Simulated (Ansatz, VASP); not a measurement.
**TlPd3: VASP beside Ansatz**

```xyz
4
Lattice="-2.1003 2.1003 3.7978 2.1003 -2.1003 3.7978 2.1003 2.1003 -3.7978" Properties=species:S:1:pos:R:3 pbc="T T T"
Tl    0.0000    0.0000    0.0000
Pd    0.0000    2.1003    1.8989
Pd    2.1003    0.0000    1.8989
Pd    0.0000    0.0000    3.7978
```

Change from the starting cell: volume scaled by 1.04.

Alike in both runs: task single point; functional PBEsol; k mesh 12 × 12 × 12; occupations fermi-dirac, width 0.08 eV; no spin polarisation.

```csv
,VASP,Ansatz
version,VASP 6.6.1,Ansatz 0.2.0
potentials or method,"VASP PAW PBE potentials, release 64 (Tl_d, Pd), cutoff 520 eV","all-electron LAPW, scalar-relativistic"
```

|  | VASP | Ansatz | Ansatz less VASP |
| --- | --- | --- | --- |
| pressure (GPa) | -5.9 | -5.9 | +0.01 |
| traceless stress, the component that is largest in VASP (GPa) | 0.13 | 0.14 | +0.008 |

VASP's potentials were made for PBE, not for PBEsol. Ansatz ran all-electron here, and VASP with PAW potentials.

Neither program's run includes spin-orbit coupling.
